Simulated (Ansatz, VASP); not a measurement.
**ZrB in VASP and in Ansatz**

```xyz
2
Lattice="0.0000 2.3250 2.3599 2.3250 0.0000 2.3599 2.3250 2.3250 0.0000" Properties=species:S:1:pos:R:3 pbc="T T T"
Zr    0.0000    0.0000    0.0000
B     2.3250    2.3250    2.3599
```

Change from the starting cell: strain +0.000 along x and y, +0.015 along z, atoms carried along.

Alike in both runs: task single point; functional PBE; k mesh 18 × 18 × 18; occupations gaussian, width 0.15 eV; no spin polarisation.

```csv
,VASP,Ansatz
version,VASP 6.6.1,Ansatz 0.2.0
potentials or method,"VASP PAW PBE potentials, release 64 (Zr_sv, B), cutoff 520 eV","scalar-relativistic, plane waves, PAW"
valence electrons in the cell,15,15
```

|  | VASP | Ansatz | Ansatz less VASP |
| --- | --- | --- | --- |
| gap on the k mesh at the Fermi level (eV) | none | none | - |
| pressure (GPa) | 30.9 | 30.8 | -0.16 |
| traceless stress, the component that is largest in VASP (GPa) | -4.71 | -4.70 | +0.005 |

A gap of «none» marks a metal or a gap that the smearing closes. Both programs put the cell under a high pressure, so it lies far from rest at this level. The functional is the same, so the differences come from potentials, cutoffs and numerics.
